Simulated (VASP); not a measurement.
# TiCo3 (Pm-3m) in VASP: a series of runs, part 2 of 2

VASP 6.6.1. The steps go on from the part before.

## (3) Single point, PBEsol (8.65 Å³/atom)

This run uses another cell than the first one, of 8.65 Å³/atom.

The input, INCAR:

```
  PREC = Accurate
  ENCUT = 520
  EDIFF = 1E-6
  ISMEAR = -1
  SIGMA = 0.05
  LREAL = F
  LASPH = T
  NELM = 100
  ALGO = Normal
  ISIF = 2
  LWAVE = F
  LCHARG = F
  GGA = PS
  NBANDS = 28
```

The input, KPOINTS:

```
Automatic mesh
0
Gamma
  10 10 10
```

The input, POSCAR:

```
TiCo3
1.0
    3.2588250622      0.0000000000      0.0000000000
    0.0000000000      3.2588250622      0.0000000000
    0.0000000000      0.0000000000      3.2588250622
Ti Co
1 3
Direct
    0.0000000000      0.0000000000      0.0000000000
    0.0000000000      0.5000000000      0.5000000000
    0.5000000000      0.0000000000      0.5000000000
    0.5000000000      0.5000000000      0.0000000000
```

Potentials or basis: VASP PAW PBE potentials, release 64 (Ti_sv, Co).

On the command line:

```sh
cat potpaw_PBE.64/Ti_sv/POTCAR potpaw_PBE.64/Co/POTCAR > POTCAR
mpirun -np 1 vasp_std > vasp.out
```

OUTCAR:

```text
PREC = Accurate
   ENCUT = 520
   EDIFF = 1E-6
   ISMEAR = -1
   LREAL = F
   LASPH = T
   NELM = 100
   ISIF = 2
   GGA = PS

 ion  position               nearest neighbor table
   1  0.000  0.000  0.000-   2 2.30   3 2.30   4 2.30   2 2.30   3 2.30   2 2.30   4 2.30   2 2.30
                             3 2.30   4 2.30   3 2.30   4 2.30
   2  0.000  0.500  0.500-   1 2.30   3 2.30   4 2.30   1 2.30   4 2.30   1 2.30   3 2.30   1 2.30
                             3 2.30   4 2.30   4 2.30   3 2.30
   3  0.500  0.000  0.500-   1 2.30   2 2.30   4 2.30   1 2.30   4 2.30   2 2.30   4 2.30   4 2.30
                             1 2.30   2 2.30   1 2.30   2 2.30
   4  0.500  0.500  0.000-   1 2.30   2 2.30   3 2.30   2 2.30   3 2.30   1 2.30   3 2.30   3 2.30
                             1 2.30   2 2.30   2 2.30   1 2.30

  LATTYP: Found a simple cubic cell.
 ALAT       =     3.2588250622

  Lattice vectors:

 A1 = (   3.2588250622,   0.0000000000,   0.0000000000)
 A2 = (   0.0000000000,   3.2588250622,   0.0000000000)
 A3 = (   0.0000000000,   0.0000000000,   3.2588250622)

Analysis of symmetry for initial positions (statically):
=====================================================================
 Subroutine PRICEL returns:
 Original cell was already a primitive cell.

 Routine SETGRP: Setting up the symmetry group for a
 simple cubic supercell.

 Subroutine GETGRP returns: Found 48 space group operations
 (whereof 48 operations were pure point group operations)
 out of a pool of 48 trial point group operations.

The static configuration has the point symmetry O_h .

Analysis of symmetry for dynamics (positions and initial velocities):
=====================================================================
 Subroutine PRICEL returns:
 Original cell was already a primitive cell.

[... 126 lines left out ...]
   ISMEAR =    -1;   SIGMA  =   0.05  broadening in eV -4-tet -1-fermi 0-gaus
   EFERMI_NEDOS =   21; number of points for ismear=-14 and -15
   IALGO  =     38    algorithm
   IMIX   =      4    mixing-type and parameters
     AMIX     =   0.40;   BMIX     =  1.00
     AMIX_MAG =   1.60;   BMIX_MAG =  1.00
  volume/ion in A,a.u.               =       8.65        58.39
  Fermi-wavevector in a.u.,A,eV,Ry     =   1.703604  3.219345 39.487734  2.902267
  Thomas-Fermi vector in A             =   2.783160
   LORBIT       =      0    0 simple, 1 ext, 2 COOP (PROOUT), +10 PAW based schemes
   GGA     = PS    functional components
   LHFCALC =     F    Hartree Fock is set to
   AEXX    =    0.0000 exact exchange contribution
   IVDW    =     0    specifies the selected vdW correction
   LEPSILON=     F    determine dielectric tensor
   LRPA    =     F    only Hartree local field effects (RPA)
 non-spin polarized calculation
  energy-cutoff  :      520.00
  volume of cell :       34.61
 maximum number of plane-waves:       952
   NGX = 13   NGY = 13   NGZ = 13

 number of electron      39.0000015 magnetization

 Free energy of the ion-electron system (eV)
  ---------------------------------------------------
  ext. energy  EPLUGINS =         0.00000000
  ---------------------------------------------------
  free energy    TOTEN  =       -30.56231993 eV

  energy without entropy =      -30.53349301  energy(sigma->0) =      -30.54790647

 E-fermi :  14.5391     XC(G=0): -15.1205

 val. band max:       14.5244460181   @ k =   0.2000   0.0000   0.0000
 cond. band min:      14.5448639447   @ k =   0.5000   0.1000   0.0000
 fundamental gap:      0.0204179266
 Fermi energy:        14.5391031659

 k-point     1 :       0.0000    0.0000    0.0000
  band No.  band energies     occupation
      1     -41.0672      2.00000
      2     -17.5049      2.00000
      3     -17.5049      2.00000
      4     -17.5049      2.00000
      5       5.2334      2.00000
      6       8.3344      2.00000
[... 733 lines left out ...]
     27      22.9346      0.00000
     28      23.0993      0.00000

 [... further k-points ...]

------------------------ aborting loop because EDIFF is reached ----------------------------------------

  FORCE on cell =-STRESS in cart. coord.  units (eV):
  Direction    XX          YY          ZZ          XY          YZ          ZX
  --------------------------------------------------------------------------------------
  -------------------------------------------------------------------------------------
  Total       20.3520546     20.3520546     20.3520546     -0.0000000     -0.0000000      0.0000000
  in kB      942.1839427    942.1839427    942.1839427     -0.0000000     -0.0000000      0.0000000
  external PRESSURE =     942.1839427 kB  Pullay stress =       0.0000000 kB

 VOLUME and BASIS-vectors are now :
 -----------------------------------------------------------------------------
  energy-cutoff  :      520.00
  volume of cell :       34.61
      direct lattice vectors                 reciprocal lattice vectors
     3.258825062  0.000000000  0.000000000     0.306859061  0.000000000  0.000000000
     0.000000000  3.258825062  0.000000000     0.000000000  0.306859061  0.000000000
     0.000000000  0.000000000  3.258825062     0.000000000  0.000000000  0.306859061

 POSITION                                       TOTAL-FORCE (eV/Angst)
 -----------------------------------------------------------------------------------
      0.00000      0.00000      0.00000         0.000000      0.000000      0.000000
      0.00000      1.62941      1.62941         0.000000      0.000000      0.000000
      1.62941      0.00000      1.62941         0.000000      0.000000      0.000000
      1.62941      1.62941      0.00000         0.000000      0.000000      0.000000
 -----------------------------------------------------------------------------------
    total drift:                                0.000000     -0.000000     -0.000000

  FREE ENERGIE OF THE ION-ELECTRON SYSTEM (eV)
  ---------------------------------------------------
  free  energy   TOTEN  =       -30.5623199338 eV

  energy  without entropy=      -30.5334930068  energy(sigma->0) =      -30.54790647
```

Wall time 47 s (1 thread of Intel Xeon 8259CL, shared host); peak memory 0.17 GiB.

Results:

| Property | Result |
| --- | --- |
| Free energy | -30.5623 eV |
| Pressure | 94.2 GPa |
| Band gap on the k mesh | zero (an odd number of electrons rules out a gap without spin polarisation) |

Caveat: the cell stands under pressure; the PAW data sets were made with another functional, which shifts forces and pressure a little; the run has no spin polarisation, though such a crystal can be magnetic. Spin polarisation is off, so any magnetic state and its effect on volume and gap are missing.

## (4) Single point, PBEsol (9.34 Å³/atom)

This run uses another cell than the first one, of 9.34 Å³/atom.

The input, INCAR:

```
SYSTEM = TiCo3
ALGO     = Normal         ! electronic algorithm
EDIFF    = 1E-6           ! SCF threshold, eV
ENCUT    = 520            ! plane-wave cutoff, eV
GGA      = PS             ! functional
ISIF     = 2              ! what is computed and relaxed
ISMEAR   = -1             ! smearing method
LASPH    = .TRUE.         ! aspherical terms in the spheres
LCHARG   = .FALSE.        ! write CHGCAR
LREAL    = .FALSE.        ! projectors in reciprocal space
LWAVE    = .FALSE.        ! write WAVECAR
NBANDS   = 28             ! bands
NELM     = 80             ! most SCF steps
PREC     = Accurate       ! precision mode
SIGMA    = 0.05           ! smearing width, eV
```

The input, KPOINTS:

```
k-points
0
G
  10 10 10
  0 0 0
```

The input, POSCAR:

```
TiCo3
1.0
    3.3424208696      0.0000000000      0.0000000000
    0.0000000000      3.3424208696      0.0000000000
    0.0000000000      0.0000000000      3.3424208696
Ti Co
1 3
Direct
    0.0000000000      0.0000000000      0.0000000000
    0.0000000000      0.5000000000      0.5000000000
    0.5000000000      0.0000000000      0.5000000000
    0.5000000000      0.5000000000      0.0000000000
```

Potentials or basis: VASP PAW PBE potentials, release 64 (Ti_sv, Co).

On the command line:

```sh
cat potpaw_PBE.64/Ti_sv/POTCAR potpaw_PBE.64/Co/POTCAR > POTCAR
mpirun -np 1 vasp_std > vasp.out
```

OUTCAR:

```text
SYSTEM = TiCo3
   EDIFF = 1E-6
   ENCUT = 520
   GGA = PS
   ISIF = 2
   ISMEAR = -1
   LASPH = .TRUE.
   LREAL = .FALSE.
   NELM = 80
   PREC = Accurate

 ion  position               nearest neighbor table
   1  0.000  0.000  0.000-   2 2.36   3 2.36   4 2.36   2 2.36   3 2.36   2 2.36   4 2.36   2 2.36
                             3 2.36   4 2.36   3 2.36   4 2.36
   2  0.000  0.500  0.500-   1 2.36   3 2.36   4 2.36   1 2.36   4 2.36   1 2.36   3 2.36   1 2.36
                             3 2.36   4 2.36   4 2.36   3 2.36
   3  0.500  0.000  0.500-   1 2.36   2 2.36   4 2.36   1 2.36   4 2.36   2 2.36   4 2.36   4 2.36
                             1 2.36   2 2.36   1 2.36   2 2.36
   4  0.500  0.500  0.000-   1 2.36   2 2.36   3 2.36   2 2.36   3 2.36   1 2.36   3 2.36   3 2.36
                             1 2.36   2 2.36   2 2.36   1 2.36

  LATTYP: Found a simple cubic cell.
 ALAT       =     3.3424208696

  Lattice vectors:

 A1 = (   3.3424208696,   0.0000000000,   0.0000000000)
 A2 = (   0.0000000000,   3.3424208696,   0.0000000000)
 A3 = (   0.0000000000,   0.0000000000,   3.3424208696)

[... 177 lines left out ...]

 E-fermi :  13.2051     XC(G=0): -14.6454

 val. band max:       13.1915380690   @ k =   0.2000   0.0000   0.0000
 cond. band min:      13.2119660331   @ k =   0.5000   0.1000   0.0000
 fundamental gap:      0.0204279642
 Fermi energy:        13.2050936942

 k-point     1 :       0.0000    0.0000    0.0000
  band No.  band energies     occupation
      1     -42.5339      2.00000
      2     -18.9492      2.00000
      3     -18.9492      2.00000
      4     -18.9492      2.00000
      5       4.2531      2.00000
      6       7.6043      2.00000
[... 733 lines left out ...]
     27      20.9640      0.00000
     28      21.0869      0.00000

 [... further k-points ...]

------------------------ aborting loop because EDIFF is reached ----------------------------------------

  FORCE on cell =-STRESS in cart. coord.  units (eV):
  Direction    XX          YY          ZZ          XY          YZ          ZX
  --------------------------------------------------------------------------------------
  -------------------------------------------------------------------------------------
  Total       12.5268994     12.5268994     12.5268994      0.0000000     -0.0000000      0.0000000
  in kB      537.4904728    537.4904728    537.4904728      0.0000000     -0.0000000      0.0000000
  external PRESSURE =     537.4904728 kB  Pullay stress =       0.0000000 kB

 VOLUME and BASIS-vectors are now :
 -----------------------------------------------------------------------------
  energy-cutoff  :      520.00
  volume of cell :       37.34
      direct lattice vectors                 reciprocal lattice vectors
     3.342420870  0.000000000  0.000000000     0.299184345  0.000000000  0.000000000
     0.000000000  3.342420870  0.000000000     0.000000000  0.299184345  0.000000000
     0.000000000  0.000000000  3.342420870     0.000000000  0.000000000  0.299184345

 POSITION                                       TOTAL-FORCE (eV/Angst)
 -----------------------------------------------------------------------------------
      0.00000      0.00000      0.00000         0.000000      0.000000      0.000000
      0.00000      1.67121      1.67121         0.000000      0.000000      0.000000
      1.67121      0.00000      1.67121         0.000000      0.000000      0.000000
      1.67121      1.67121      0.00000         0.000000      0.000000      0.000000
 -----------------------------------------------------------------------------------
    total drift:                                0.000000      0.000000      0.000000

  FREE ENERGIE OF THE ION-ELECTRON SYSTEM (eV)
  ---------------------------------------------------
  free  energy   TOTEN  =       -31.8042328053 eV

  energy  without entropy=      -31.7721214731  energy(sigma->0) =      -31.78817714
```

stdout:

```text
POSCAR found type information on POSCAR TiCo
 POSCAR found :  2 types and       4 ions
 scaLAPACK will be used
 -----------------------------------------------------------------------------
|                                                                             |
|                                                                             |
|     You enforced a specific xc type in the INCAR file but a different       |
|     I HOPE YOU KNOW WHAT YOU ARE DOING!                                     |
|                                                                             |
 -----------------------------------------------------------------------------

 LDA part: xc-table for (Slater+PW92), standard interpolation
 POSCAR, INCAR and KPOINTS ok, starting setup
 FFT: planning ... GRIDC
 FFT: planning ... GRID_SOFT
 FFT: planning ... GRID
 WAVECAR not read
 entering main loop
```

It took 88 s on 1 thread of Intel Xeon 8259CL, shared host; peak memory 0.19 GiB.

What came out:

* Free energy: -31.8042 eV
* Pressure: 53.7 GPa
* Band gap on the k mesh: zero (an odd number of electrons rules out a gap without spin polarisation)

Caveat: the cell stands under pressure; the PAW data sets were made with another functional, which shifts forces and pressure a little; the run has no spin polarisation, though such a crystal can be magnetic.

## (5) Single point, PBEsol (9.34 Å³/atom)

This run uses another cell than the first one, of 9.34 Å³/atom.

The input, INCAR:

```
ALGO = Normal ; EDIFF = 1E-6
ENCUT = 520 ; GGA = PS
ISIF = 2 ; ISMEAR = -1
LASPH = T ; LCHARG = F
LREAL = F ; LWAVE = F
NBANDS = 28 ; NELM = 60
PREC = Accurate ; SIGMA = 0.05
```

The input, KPOINTS:

```
k-points
0
Gamma
  10 10 10
```

POSCAR is that of step 4.

Potentials or basis: VASP PAW PBE potentials, release 64 (Ti_sv, Co).

On the command line:

```sh
cat potpaw_PBE.64/Ti_sv/POTCAR potpaw_PBE.64/Co/POTCAR > POTCAR
mpirun -np 1 vasp_std > vasp.out
```

OUTCAR:

```text
EDIFF = 1E-6
   ENCUT = 520
   GGA = PS
   ISIF = 2
   ISMEAR = -1
   LASPH = T
   LREAL = F
   NELM = 60
   PREC = Accurate

 ion  position               nearest neighbor table
   1  0.000  0.000  0.000-   2 2.36   3 2.36   4 2.36   2 2.36   3 2.36   2 2.36   4 2.36   2 2.36
                             3 2.36   4 2.36   3 2.36   4 2.36
   2  0.000  0.500  0.500-   1 2.36   3 2.36   4 2.36   1 2.36   4 2.36   1 2.36   3 2.36   1 2.36
                             3 2.36   4 2.36   4 2.36   3 2.36
[... 949 lines left out ...]
  --------------------------------------------------------------------------------------
  -------------------------------------------------------------------------------------
  Total       12.5268994     12.5268994     12.5268994      0.0000000     -0.0000000      0.0000000
  in kB      537.4904728    537.4904728    537.4904728      0.0000000     -0.0000000      0.0000000
  external PRESSURE =     537.4904728 kB  Pullay stress =       0.0000000 kB

 VOLUME and BASIS-vectors are now :
 -----------------------------------------------------------------------------
  energy-cutoff  :      520.00
  volume of cell :       37.34
      direct lattice vectors                 reciprocal lattice vectors
     3.342420870  0.000000000  0.000000000     0.299184345  0.000000000  0.000000000
     0.000000000  3.342420870  0.000000000     0.000000000  0.299184345  0.000000000
     0.000000000  0.000000000  3.342420870     0.000000000  0.000000000  0.299184345

 POSITION                                       TOTAL-FORCE (eV/Angst)
 -----------------------------------------------------------------------------------
      0.00000      0.00000      0.00000         0.000000      0.000000      0.000000
      0.00000      1.67121      1.67121         0.000000      0.000000      0.000000
      1.67121      0.00000      1.67121         0.000000      0.000000      0.000000
      1.67121      1.67121      0.00000         0.000000      0.000000      0.000000
 -----------------------------------------------------------------------------------
    total drift:                                0.000000      0.000000      0.000000

  FREE ENERGIE OF THE ION-ELECTRON SYSTEM (eV)
  ---------------------------------------------------
  free  energy   TOTEN  =       -31.8042328053 eV

  energy  without entropy=      -31.7721214731  energy(sigma->0) =      -31.78817714
```

It took 1.8 min on 1 thread of Intel Xeon 8259CL, shared host; peak memory 0.19 GiB.

What came out:

```yaml
Free_energy: -31.8042 eV
Pressure: 53.7 GPa
Band_gap_on_the_k_mesh: zero (an odd number of electrons rules out a gap without spin polarisation)
```

Caveat: the cell stands under pressure; the PAW data sets were made with another functional, which shifts forces and pressure a little; the run has no spin polarisation, though such a crystal can be magnetic.

## (6) Overview

| cell | gap on the mesh (eV) | pressure (GPa) |
| --- | --- | --- |
| a = 3.171 Å, 4 atoms | none | 152.3 |
| a = 3.259 Å, 4 atoms | none | 94.2 |
| a = 3.342 Å, 4 atoms | none | 53.7 |

Alike in all rows: task single point; level PBEsol; potentials or basis VASP PAW PBE potentials, release 64 (Ti_sv, Co); no spin polarisation; k mesh 10 × 10 × 10; cutoff (eV) 520; smearing fermi-dirac 0.05 eV.

Caveats: the cell stands under pressure; the PAW data sets were made with another functional, which shifts forces and pressure a little; the run has no spin polarisation, though such a crystal can be magnetic.

Total energies depend on the potentials used, so only differences within one code and one set of settings carry meaning.
